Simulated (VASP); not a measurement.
# BP (r.Ae) in VASP: single point with PBE

Aim: the single point of BP (r.Ae) with PBE.

All numbers are computed with VASP 6.6.1; they aren't measurements. Logs are shortened: lines on timing, memory, paths and dates and some standing lists are left out, and cuts for length are marked.

### Step 1. The cell of the first run

The cell holds a sheet with vacuum, 2 atoms: a = 3.202 Å, b = 3.202 Å, c = 16.000 Å, α = 90.00°, β = 90.00°, γ = 120.00°.

### Step 2. Single point, PBE

INCAR reads:

```
SYSTEM = BP
  ALGO = Normal
  DIPOL = 0.5 0.5 0.500
  EDIFF = 1E-6
  ENCUT = 420
  GGA = PE
  GGA_COMPAT = .False.
  IDIPOL = 3
  ISIF = 2
  ISMEAR = 0
  LASPH = .True.
  LCHARG = .False.
  LDIPOL = .True.
  LREAL = .False.
  LWAVE = .False.
  NBANDS = 11
  NELM = 120
  NELMDL = -8
  PREC = Accurate
  SIGMA = 0.03
```

KPOINTS reads:

```
k-points
0
Gamma
  12 12 1
  0 0 0
```

POSCAR reads:

```
BP
1.0
    3.2021103498      0.0000000000      0.0000000000
   -1.6010551749      2.7731089087      0.0000000000
    0.0000000000      0.0000000000     16.0000000000
B P
1 1
Direct
    0.3333333333      0.6666666667      0.5000000000
    0.6666666667      0.3333333333      0.5000000000
```

Potentials or basis: VASP PAW PBE potentials, release 64 (B, P).

Started as:

```
cat potpaw_PBE.64/B/POTCAR potpaw_PBE.64/P/POTCAR > POTCAR
mpirun -np 1 vasp_std > vasp.out
```

OUTCAR:

```text
SYSTEM = BP
   EDIFF = 1E-6
   ENCUT = 420
   GGA = PE
   ISIF = 2
   ISMEAR = 0
   LASPH = .True.
   LREAL = .False.
   NELM = 120
   NELMDL = -8
   PREC = Accurate

 ion  position               nearest neighbor table
   1  0.333  0.667  0.500-   2 1.85   2 1.85   2 1.85
   2  0.667  0.333  0.500-   1 1.85   1 1.85   1 1.85

  LATTYP: Found a hexagonal cell.
 ALAT       =     3.2021103498
 C/A-ratio  =     4.9967047516

  Lattice vectors:

 A1 = (   3.2021103498,   0.0000000000,   0.0000000000)
 A2 = (  -1.6010551749,   2.7731089087,   0.0000000000)
 A3 = (   0.0000000000,   0.0000000000,  16.0000000000)

Analysis of symmetry for initial positions (statically):
=====================================================================
 Subroutine PRICEL returns:
 Original cell was already a primitive cell.

 Routine SETGRP: Setting up the symmetry group for a
 hexagonal supercell.

 Subroutine GETGRP returns: Found 12 space group operations
 (whereof 12 operations were pure point group operations)
 out of a pool of 24 trial point group operations.

The static configuration has the point symmetry D_3h.

Analysis of symmetry for dynamics (positions and initial velocities):
=====================================================================
 Subroutine PRICEL returns:
 Original cell was already a primitive cell.

 Routine SETGRP: Setting up the symmetry group for a
 hexagonal supercell.

 Subroutine GETGRP returns: Found 12 space group operations
 (whereof 12 operations were pure point group operations)
 out of a pool of 24 trial point group operations.

The dynamic configuration has the point symmetry D_3h.

 Subroutine INISYM returns: Found 12 space group operations
 (whereof 12 operations are pure point group operations),
 and found     1 'primitive' translations

----------------------------------------------------------------------------------------

                                     Primitive cell

  volume of cell :     142.0768

  direct lattice vectors                    reciprocal lattice vectors
     3.202110350  0.000000000  0.000000000     0.312294047  0.180303052  0.000000000
    -1.601055175  2.773108909  0.000000000     0.000000000  0.360606104  0.000000000
     0.000000000  0.000000000 16.000000000     0.000000000  0.000000000  0.062500000

  length of vectors
     3.202110350  3.202110350 16.000000000     0.360606104  0.360606104  0.062500000

  position of ions in fractional coordinates (direct lattice)
     0.333333333  0.666666667  0.500000000
     0.666666667  0.333333333  0.500000000

  ion indices of the primitive-cell ions
   primitive index   ion index
                 1           1
                 2           2

----------------------------------------------------------------------------------------

 KPOINTS: k-points

Automatic generation of k-mesh.
 Grid dimensions read from file:
 generate k-points for:   12   12    1

 Generating k-lattice:

  Cartesian coordinates                     Fractional coordinates (reciprocal lattice)
     0.026024504  0.015025254  0.000000000     0.083333333  0.000000000  0.000000000
     0.000000000  0.030050509  0.000000000     0.000000000  0.083333333  0.000000000
     0.000000000  0.000000000  0.062500000     0.000000000  0.000000000  1.000000000

  Length of vectors
     0.030050509  0.030050509  0.062500000

  Shift w.r.t. Gamma in fractional coordinates (k-lattice)
     0.000000000  0.000000000  0.000000000

 Subroutine IBZKPT returns following result:
 ===========================================

 Found     19 irreducible k-points:

 Following reciprocal coordinates:
            Coordinates               Weight
  0.000000  0.000000  0.000000      1.000000
  0.083333 -0.000000  0.000000      6.000000
  0.166667  0.000000  0.000000      6.000000
  0.250000 -0.000000  0.000000      6.000000
  0.333333  0.000000  0.000000      6.000000
  0.416667 -0.000000  0.000000      6.000000
[... 11 lines left out ...]
  0.333333  0.250000  0.000000     12.000000
  0.333333  0.333333  0.000000      2.000000
   k-points           NKPTS =     19   k-points in BZ     NKDIM =     19   number of bands    NBANDS=     11
   number of dos      NEDOS =    301   number of ions     NIONS =      2
   total plane-waves  NPLWV =  62208
   dimension x,y,z NGX =    24 NGY =   24 NGZ =  108
   dimension x,y,z NGXF=    48 NGYF=   48 NGZF=  216
   ions per type =               1   1
   NGX,Y,Z   is equivalent  to a cutoff of  12.46, 12.46, 11.22 a.u.
   NGXF,Y,Z  is equivalent  to a cutoff of  24.92, 24.92, 22.44 a.u.
 SYSTEM =  BP
   PREC   = accura    normal or accurate (medium, high low for compatibility)
   ISTART =      0    job   : 0-new  1-cont  2-samecut
   ICHARG =      2    charge: 1-file 2-atom 10-const
   ISPIN  =      1    spin polarized calculation?
   LNONCOLLINEAR =      F non collinear calculations
   LSORBIT =      F    spin-orbit coupling
   LASPH  =      T    aspherical Exc in radial PAW
   ENCUT  =  420.0 eV  30.87 Ry    5.56 a.u.   5.35  5.35 26.74*2*pi/ulx,y,z
   NELM   =    120;   NELMIN=  2; NELMDL= -8     # of ELM steps
   EDIFF  = 0.1E-05   stopping-criterion for ELM
   LREAL  =      F    real-space projection
[... 7 lines left out ...]
   TEBEG  =    0.0;   TEEND  =   0.0 temperature during run
   PSTRESS=    0.0 pullay stress
   NELECT =       8.0000    total number of electrons
   NUPDOWN=      -1.0000    fix difference up-down
   EMIN   =  10.00;   EMAX   =-10.00  energy-range for DOS
   EFERMI =   0.00;   METHOD = LEGACY
   ISMEAR =     0;   SIGMA  =   0.03  broadening in eV -4-tet -1-fermi 0-gaus
   EFERMI_NEDOS =   21; number of points for ismear=-14 and -15
   IALGO  =     38    algorithm
   IMIX   =      4    mixing-type and parameters
     AMIX     =   0.40;   BMIX     =  1.00
     AMIX_MAG =   1.60;   BMIX_MAG =  1.00
  volume/ion in A,a.u.               =      71.04       479.39
  Fermi-wavevector in a.u.,A,eV,Ry     =   0.627476  1.185758  5.356969  0.393726
  Thomas-Fermi vector in A             =   1.689089
   LORBIT       =      0    0 simple, 1 ext, 2 COOP (PROOUT), +10 PAW based schemes
   GGA     = PE    functional components
   LHFCALC =     F    Hartree Fock is set to
   AEXX    =    0.0000 exact exchange contribution
   IVDW    =     0    specifies the selected vdW correction
   LEPSILON=     F    determine dielectric tensor
   LRPA    =     F    only Hartree local field effects (RPA)
 non-spin polarized calculation
 Gauss-broadening in eV      SIGMA  =   0.03
  energy-cutoff  :      420.00
  volume of cell :      142.08
 maximum number of plane-waves:      2804
 NGX is ok and might be reduce to    24
   NGX = 11   NGY = 11   NGZ = 53

 dipolmoment           0.000000      0.000000     -0.000000 electrons x Angstroem

 number of electron       8.0000001 magnetization

 dipolmoment           0.000000      0.000000      0.000000 electrons x Angstroem

 Free energy of the ion-electron system (eV)
  ---------------------------------------------------
  ext. energy  EPLUGINS =         0.00000000
  ---------------------------------------------------
  free energy    TOTEN  =       -12.16998113 eV

  energy without entropy =      -12.16998113  energy(sigma->0) =      -12.16998113

 E-fermi :  -2.9530     XC(G=0):  -2.6673

 val. band max:       -3.0969977882   @ k =   0.3333   0.3333   0.0000
 cond. band min:      -2.2003905153   @ k =   0.3333   0.3333   0.0000
 fundamental gap:      0.8966072729
 Fermi energy:        -2.9530276003

 k-point     1 :       0.0000    0.0000    0.0000
  band No.  band energies     occupation
      1     -16.8217      2.00000
      2      -7.2747      2.00000
      3      -4.7352      2.00000
      4      -4.7352      2.00000
      5       0.6517      0.00000
      6       1.5997      0.00000
      7       1.5997      0.00000
      8       1.8719      0.00000
      9       2.2623      0.00000
     10       2.7262      0.00000
     11       4.1177      0.00000

 k-point     2 :       0.0833   -0.0000    0.0000
  band No.  band energies     occupation
      1     -16.7154      2.00000
      2      -7.1594      2.00000
      3      -5.2725      2.00000
      4      -4.9413      2.00000
      5       0.7708      0.00000
      6       1.4150      0.00000
      7       2.0041      0.00000
      8       2.0337      0.00000
      9       2.4335      0.00000
     10       3.2144      0.00000
     11       4.2428      0.00000

 k-point     3 :       0.1667    0.0000    0.0000
  band No.  band energies     occupation
      1     -16.3993      2.00000
      2      -6.8161      2.00000
      3      -6.5394      2.00000
      4      -5.4172      2.00000
      5       0.8880      0.00000
      6       1.2687      0.00000
      7       2.3974      0.00000
      8       2.8511      0.00000
      9       3.1880      0.00000
     10       3.6957      0.00000
     11       4.3138      0.00000

 k-point     4 :       0.2500   -0.0000    0.0000
  band No.  band energies     occupation
      1     -15.8840      2.00000
      2      -8.0569      2.00000
      3      -6.2551      2.00000
      4      -5.9375      2.00000
      5       0.4848      0.00000
      6       1.8606      0.00000
      7       2.0599      0.00000
      8       3.0755      0.00000
      9       3.5246      0.00000
     10       4.8175      0.00000
     11       5.2936      0.00000

 k-point     5 :       0.3333    0.0000    0.0000
  band No.  band energies     occupation
      1     -15.1988      2.00000
      2      -9.5546      2.00000
      3      -6.3668      2.00000
      4      -5.5043      2.00000
      5       0.1119      0.00000
      6       0.4562      0.00000
      7       2.7450      0.00000
      8       3.9849      0.00000
      9       4.4597      0.00000
     10       6.1646      0.00000
     11       6.2404      0.00000
[... 141 lines left out ...]
 k-point    16 :       0.4167    0.1667    0.0000
  band No.  band energies     occupation
      1     -13.7587      2.00000
      2     -11.2347      2.00000
      3      -8.1045      2.00000
      4      -3.8183      2.00000
      5      -1.7043      0.00000
      6       1.7884      0.00000
      7       4.4730      0.00000
      8       4.9870      0.00000
      9       6.0372      0.00000
     10       7.0413      0.00000
     11       7.3621      0.00000

 k-point    17 :       0.2500    0.2500    0.0000
  band No.  band energies     occupation
      1     -14.2215      2.00000
      2     -10.2910      2.00000
      3      -8.4908      2.00000
      4      -4.3885      2.00000
      5      -0.8338      0.00000
      6       3.0921      0.00000
      7       4.0629      0.00000
      8       4.1103      0.00000
      9       4.8269      0.00000
     10       5.7331      0.00000
     11       5.9670      0.00000

 k-point    18 :       0.3333    0.2500    0.0000
  band No.  band energies     occupation
      1     -13.6169      2.00000
      2     -10.9444      2.00000
      3      -8.9554      2.00000
      4      -3.5954      2.00000
      5      -1.7410      0.00000
      6       3.4175      0.00000
      7       3.6564      0.00000
      8       4.9799      0.00000
      9       6.0432      0.00000
     10       6.9492      0.00000
     11       7.2587      0.00000

 k-point    19 :       0.3333    0.3333    0.0000
  band No.  band energies     occupation
      1     -13.3580      2.00000
      2     -11.0145      2.00000
      3      -9.3892      2.00000
      4      -3.0970      2.00000
      5      -2.2004      0.00000
      6       3.2969      0.00000
      7       4.2429      0.00000
      8       5.4265      0.00000
      9       6.5760      0.00000
     10       7.5683      0.00000
     11       7.6615      0.00000

------------------------ aborting loop because EDIFF is reached ----------------------------------------

 vacuum level on the upper side and lower side of the slab       (xc-potential included)        -0.119        -0.119

  FORCE on cell =-STRESS in cart. coord.  units (eV):
  Direction    XX          YY          ZZ          XY          YZ          ZX
  --------------------------------------------------------------------------------------
  -------------------------------------------------------------------------------------
  Total        0.3398218      0.3398218     -0.0037752      0.0000000      0.0000000     -0.0000000
  in kB        3.8321152      3.8321152     -0.0425723      0.0000000      0.0000000     -0.0000000
  external PRESSURE =       2.5405527 kB  Pullay stress =       0.0000000 kB

 VOLUME and BASIS-vectors are now :
 -----------------------------------------------------------------------------
  energy-cutoff  :      420.00
  volume of cell :      142.08
      direct lattice vectors                 reciprocal lattice vectors
     3.202110350  0.000000000  0.000000000     0.312294047  0.180303052  0.000000000
    -1.601055175  2.773108909  0.000000000     0.000000000  0.360606104  0.000000000
     0.000000000  0.000000000 16.000000000     0.000000000  0.000000000  0.062500000

 POSITION                                       TOTAL-FORCE (eV/Angst)
 -----------------------------------------------------------------------------------
     -0.00000      1.84874      8.00000         0.000000      0.000000      0.000000
      1.60106      0.92437      8.00000        -0.000000     -0.000000      0.000000
 -----------------------------------------------------------------------------------
    total drift:                               -0.000000      0.000000      0.000000

  FREE ENERGIE OF THE ION-ELECTRON SYSTEM (eV)
  ---------------------------------------------------
  free  energy   TOTEN  =       -12.1699811302 eV

  energy  without entropy=      -12.1699811302  energy(sigma->0) =      -12.16998113

 vacuum level on the upper side and lower side of the slab         1.956         1.956
```

It took 55 s on 1 thread of AMD EPYC 7R43 (Zen 3), shared host; peak memory 0.19 GiB.

Results:

| Item | Value |
| --- | --- |
| Free energy | -12.1700 eV |
| Band gap on the k mesh | 0.90 eV, direct |
